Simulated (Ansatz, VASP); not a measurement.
**Two plane-wave programs on CdS**

```
Cd S
1.0
     0.00000    2.72678    2.71832
     2.72678    0.00000    2.71832
     2.72678    2.72678    0.00000
Cd S
1 1
Direct
  0.00000 0.00000 0.00000
  0.50000 0.50000 0.50000
```

Change from the starting cell: uniaxial_z strain -0.3%.

Alike in both runs: task single point; functional PBE; k mesh 8 × 8 × 8; occupations fermi-dirac, width 0.02 eV; no spin polarisation.

|  | VASP | Ansatz |
| --- | --- | --- |
| version | VASP 6.6.1 | Ansatz 0.2.0 |
| potentials or method | VASP PAW PBE potentials, release 64 (Cd_sv_GW, S) | plane waves, PAW |
| plane-wave cutoff (eV) | 630 | 420 |
| valence electrons in the cell | 26 | 26 |

Ansatz gave:

| Property | Result |
| --- | --- |
| pressure (GPa) | 2.0 |
| traceless stress, the component that is largest in VASP (GPa) | 0.17 |

Question: Estimate VASP's values.

Answer: Pressure (GPa): 1.8; traceless stress, the component that is largest in VASP (GPa): 0.17.

With one functional, cell and mesh, what is left measures potentials, basis and numerics.
